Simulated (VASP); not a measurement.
The system is CuI.

```
Cu I
1.0
     0.00000    3.01203    3.13733
     3.01203    0.00000    3.13733
     3.01203    3.01203    0.00000
Cu I
1 1
Direct
  0.00000 0.00000 0.00000
  0.25000 0.25000 0.25000
```

This cell differs from its parent crystal: uniaxial z strain +4.2%.

Base run:

- Program: VASP 6.6.1
- Functional: r2SCAN
- Potentials or basis: VASP PAW PBE potentials, release 64 (Cu, I)
- Cutoff: 520 eV
- k mesh: 8 × 8 × 8
- Occupations: gaussian, width 0.01 eV
- Spin: no spin polarisation

Its results: band gap on the k mesh 1.53 eV, direct; pressure -1.7 GPa.

**Question.** The run is repeated on the same cell with these changes: functional from r2SCAN to PBE; occupations from gaussian, width 0.01 eV to fermi-dirac, width 0.02 eV. What comes out?

**Answer.** Band gap on the k mesh 1.06 eV, direct; pressure -0.4 GPa.

Caveats: spin-orbit coupling is left out, which moves the levels of the heavy elements; the PAW data sets were made with another functional, which shifts forces and pressure a little (some runs).

